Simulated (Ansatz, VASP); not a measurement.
**Two plane-wave programs on Ga5N**

```
Ga N
1.0
     5.02657    0.00000    0.00000
    -2.51329    4.35314    0.00000
     0.00000    0.00000    4.69747
Ga N
5 1
Cartesian
  1.6708 2.8939 0.0000
  0.0000 2.9021 2.3487
  -0.8425 1.4592 0.0000
  1.6850 0.0000 0.0000
  2.5133 1.4510 2.3487
  0.0000 0.0000 2.3487
```

Change from the starting cell: species swapped into the MgPd5 type (P-62m, No. 189).

Alike in both runs: task relaxation of cell and atoms; functional PBE; k mesh 6 × 6 × 4; occupations gaussian, width 0.1 eV; no spin polarisation.

|  | VASP | Ansatz |
| --- | --- | --- |
| version | VASP 6.6.1 | Ansatz 0.2.0 |
| potentials or method | VASP PAW PBE potentials, release 64 (Ga_d, N), cutoff 600 eV | scalar-relativistic, plane waves, PAW |
| valence electrons in the cell | 70 | 70 |

|  | VASP | Ansatz | Ansatz less VASP |
| --- | --- | --- | --- |
| gap on the k mesh at the Fermi level, each at its own relaxed structure (eV) | none | none | - |
| relaxed volume (Å³/atom) | 16.50 | 16.58 | +0.083 |
| relaxed length of the cell vector where the two differ most in proportion (Å) | 5.001 | 5.012 | +0.0105 |

A gap of «none» marks a metal or a gap that the smearing closes.
